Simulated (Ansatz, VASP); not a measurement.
## One calculation of Sr2SO, two programs

```
CELL_PARAMETERS angstrom
4.04324 0.00000 0.00000
0.00000 4.04324 0.00000
0.00000 0.00000 5.71800
ATOMIC_POSITIONS crystal
Sr 0.00000 0.00000 0.00000
Sr 0.50000 0.50000 0.50000
S 0.00000 0.00000 0.50000
O 0.50000 0.50000 0.00000
```

Alike in both runs: task relaxation of cell and atoms; functional r2SCAN; dispersion rVV10; k mesh 6 × 6 × 4; no spin polarisation.

|  | VASP | Ansatz |
| --- | --- | --- |
| version | VASP 6.6.1 | Ansatz 0.2.0 |
| potentials or method | VASP PAW PBE potentials, release 64 (Sr_sv, S, O) | plane waves, PAW |
| plane-wave cutoff (eV) | 600 | 500 |
| occupations | gaussian, width 0.01 eV | fixed |
| valence electrons in the cell | 32 | 32 |

|  | VASP | Ansatz | Ansatz less VASP |
| --- | --- | --- | --- |
| relaxed volume (Å³/atom) | 22.81 | 22.72 | -0.097 |
| relaxed length of the cell vector where the two differ most in proportion (Å) | 4.010 | 4.004 | -0.0063 |

VASP's potentials were made for PBE, not for r2SCAN.
